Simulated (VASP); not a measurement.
Crystal: C.

```
CELL_PARAMETERS angstrom
1.17876 -3.72474 0.00000
1.17876 3.72474 0.00000
0.00000 0.00000 3.41240
ATOMIC_POSITIONS crystal
C 0.50000 0.50000 0.79557
C 0.50000 0.50000 0.20443
C 0.00000 0.00000 0.50000
```

* Program: VASP 6.6.1
* Task: relaxation of cell and atoms
* Functional: PBE
* Potentials or basis: VASP PAW PBE potentials, release 64 (C)
* Cutoff: 600 eV
* k mesh: 8 × 8 × 6
* Occupations: gaussian, width 0.1 eV
* Spin: no spin polarisation

At the start: pressure 0.2 GPa; volume 9.99 Å³/atom.

Q: Where does the relaxation end?

A: Over 26 steps the energy falls by 5.9 meV/atom and the volume is 11.13 Å³/atom (+11.4 %); space group Cmmm (No. 65, to 0.05 Å).

Step by step:
| step | energy change (eV) | largest force (eV/Å) | pressure (GPa) | volume (Å³) |
| --- | --- | --- | --- | --- |
| 1 | 0.0000 | 1.0166 | 0.20 | 29.96 |
| 2 | 0.1531 | 4.4526 | 5.47 | 30.02 |
| 3 | -0.0110 | 0.0014 | 0.79 | 29.98 |
| 4 | -0.0110 | 0.0216 | 0.81 | 29.98 |
| 5 | -0.0108 | 0.0152 | -0.68 | 30.16 |
| 6 | -0.0113 | 0.0192 | 0.12 | 30.06 |
| 7 | -0.0116 | 0.0423 | 0.14 | 30.11 |
| 8 | -0.0117 | 0.1682 | 0.18 | 30.21 |
| 9 | -0.0118 | 0.1677 | 0.19 | 30.22 |
| 10 | -0.0119 | 0.1643 | 0.22 | 30.24 |
| 11 | -0.0121 | 0.1576 | 0.29 | 30.29 |
| 12 | -0.0125 | 0.1435 | 0.43 | 30.38 |
| 13 | -0.0131 | 0.1169 | 0.71 | 30.56 |
| 14 | -0.0139 | 0.0604 | 1.23 | 30.92 |
| 15 | -0.0139 | 0.0607 | 2.29 | 31.63 |
| 16 | -0.0142 | 0.0063 | 1.73 | 31.25 |
| 17 | -0.0146 | 0.0017 | 1.60 | 31.36 |
| 18 | -0.0156 | 0.0235 | 1.22 | 31.70 |
| 19 | -0.0169 | 0.0734 | 0.42 | 32.39 |
| 20 | -0.0164 | 0.1898 | -1.12 | 33.77 |
| 21 | -0.0172 | 0.1183 | -0.19 | 32.93 |
| 22 | -0.0174 | 0.0179 | -0.27 | 33.08 |
| 23 | -0.0175 | 0.0468 | -0.34 | 33.18 |
| 24 | -0.0176 | 0.0492 | -0.11 | 33.26 |
| 25 | -0.0176 | 0.0514 | 0.11 | 33.34 |
| 26 | -0.0176 | 0.0144 | 0.13 | 33.38 |

Final structure:
```yaml
crystal:
  lattice:
    - [1.17983, -4.13778, 0.00000]
    - [1.17983, 4.13778, 0.00000]
    - [0.00000, 0.00000, 3.41882]
  atoms:
    - { symbol: C, position: [0.50000, 0.50000, 0.79900] }
    - { symbol: C, position: [0.50000, 0.50000, 0.20100] }
    - { symbol: C, position: [0.00000, 0.00000, 0.50000] }
```
